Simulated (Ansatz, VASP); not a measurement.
# Ta3HN3 in VASP and in Ansatz

File INCAR:

```
SYSTEM = Ta3HN3
PREC = Accurate ; ENCUT = 520
EDIFF = 1E-6 ; ISMEAR = 0
SIGMA = 0.1 ; LREAL = .FALSE.
LASPH = .TRUE. ; NELM = 150
ALGO = Normal ; ISIF = 2
LWAVE = .FALSE. ; LCHARG = .TRUE.
ISPIN = 2 ; MAGMOM = 0 0 0 0 0 0 1
LORBIT = 11 ; LMAXMIX = 4
LDIPOL = .TRUE. ; IDIPOL = 3
DIPOL = 0.5 0.5 0.313 ; GGA = PE
LELF = .TRUE. ; LVHAR = .TRUE.
LVACPOTAV = .TRUE. ; NBANDS = 38
```

KPOINTS

```
regular mesh
0
G
  9 9 1
  0 0 0
```

POSCAR

```
Ta3HN3
1.0
    3.1228193035      0.0000000000      0.0000000000
    0.0000000000      3.1228193035      0.0000000000
    0.0000000000      0.0000000000     21.5908392430
Ta N H
3 3 1
Direct
    0.0000000000      0.0000000000      0.1852637572
    0.5000000000      0.5000000000      0.2890369107
    0.0000000000      0.0000000000      0.3832407719
    0.5000000000      0.5000000000      0.1852637572
    0.0000000000      0.0000000000      0.2843927699
    0.5000000000      0.5000000000      0.3978927890
    0.5000000000      0.5000000000      0.4669035386
```

Input for Ansatz:

```yaml
crystal:
  lattice:
    - [3.1228193035, 0.0, 0.0]
    - [0.0, 3.1228193035, 0.0]
    - [0.0, 0.0, 21.590839243]
  atoms:
    - { symbol: Ta, position: [0.0, 0.0, 0.1852637572] }
    - { symbol: "N", position: [0.5, 0.5, 0.1852637572] }
    - { symbol: Ta, position: [0.5, 0.5, 0.2890369107] }
    - { symbol: "N", position: [0.0, 0.0, 0.2843927699] }
    - { symbol: Ta, position: [0.0, 0.0, 0.3832407719] }
    - { symbol: "N", position: [0.5, 0.5, 0.397892789] }
    - { symbol: H, position: [0.5, 0.5, 0.4669035386], spin: 1.0 }
basis:
  ecutwfc: 420
kpoints:
  mp_grid: { grid: [9, 9, 1] }
hamiltonian:
  xc: pbe
  pseudopotentials: { kind: paw, azcp: { folder: soft_1 } }
scf:
  occupations: { method: gaussian, width: 0.1 }
output:
  forces: true
  eigenvalues: true
  populations: true
magnetization:
  spin_polarized: true
efield:
  axis: 3
  dipole_correction: true
  ramp_width: 0.04
```

Alike in both runs: task single point; functional PBE; k mesh 9 × 9 × 1; occupations gaussian, width 0.1 eV; collinear spin.

```csv
,VASP,Ansatz
version,VASP 6.6.1,Ansatz 0.2.0
potentials or method,"VASP PAW PBE potentials, release 64 (Ta_pv, N, H), cutoff 520 eV","scalar-relativistic, plane waves, PAW"
valence electrons in the cell,49,55
```

|  | VASP | Ansatz | Ansatz less VASP |
| --- | --- | --- | --- |
| gap on the k mesh at the Fermi level (eV) | none | none | - |
| rms of the force components (eV/Å) | 0.803 | 0.797 | -0.0058 |
| net moment per atom (μB) | 0.00 | 0.00 | 0.000 |
| work function, face that differs most (eV) | 3.46 | 3.45 | -0.006 |

A gap of «none» marks a metal or a gap that the smearing closes. VASP's potentials hold 49 valence electrons a cell and Ansatz's 55, so a difference there can come from the potentials and not from the codes. Ansatz's warnings: seeded moment not kept.

Spin-orbit coupling is off throughout.
